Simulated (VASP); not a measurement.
# Ca: single point with PBEsol

The system is Ca.

```
Ca
1.0
    -2.32682    2.32201    2.36436
     2.33305   -2.32913    2.37772
     2.34618    2.34848   -2.37149
Ca
1
Direct
  0.00000 0.00000 0.00000
```

This cell differs from its parent crystal: the cell strained at random.

```
Program                : VASP 6.6.1
Task                   : single point
Functional             : PBEsol
Potentials or basis    : VASP PAW PBE potentials, release 64 (Ca_sv)
Cutoff                 : 520 eV
k mesh                 : 12 × 12 × 12
Occupations            : gaussian, width 0.1 eV
Spin                   : no spin polarisation
Dipole correction      : no
Further INCAR settings : ALGO = Normal; EDIFF = 1e-07; NBANDS = 11
```

* Pressure: -2.9 GPa
* Band gap on the k mesh: zero (band 5 reaches 1.51 eV, above the bottom of band 6 at 1.03 eV)

Stress tensor (GPa, compression positive):
```
-2.90 -0.07 -0.02
-0.07 -2.89  0.03
-0.02  0.03 -2.90
```

Levels at points of the mesh, in eV from the Fermi level:
| k point | band 3 | band 4 | band 5 | band 6 | band 7 | band 8 |
| --- | --- | --- | --- | --- | --- | --- |
| (0.00, 0.00, 0.00) | -23.40 | -23.40 | -3.71 | 1.94 | 1.98 | 2.01 |
| (0.50, 0.00, 0.00) | -23.42 | -23.40 | -0.83 | -0.15 | 1.25 | 2.69 |
| (0.00, 0.50, 0.00) | -23.42 | -23.40 | -0.85 | -0.17 | 1.25 | 2.69 |
| (0.50, 0.50, 0.00) | -23.42 | -23.40 | -0.78 | -0.10 | 1.19 | 2.73 |
| (0.00, 0.00, 0.50) | -23.42 | -23.40 | -0.83 | -0.15 | 1.18 | 2.76 |
| (0.50, 0.00, 0.50) | -23.42 | -23.40 | -0.84 | -0.16 | 1.26 | 2.68 |
| (0.00, 0.50, 0.50) | -23.42 | -23.40 | -0.85 | -0.17 | 1.24 | 2.70 |
| (0.50, 0.50, 0.50) | -23.45 | -23.44 | 0.21 | 0.24 | 3.04 | 3.22 |

It took 3.5 min on 1 thread of AMD EPYC 9R14 (Zen 4) (shared host), peak memory 0.54 GiB.

Caveat: the cell differs from its parent crystal (the cell strained at random); the PAW data sets were made with another functional, which shifts forces and pressure a little.
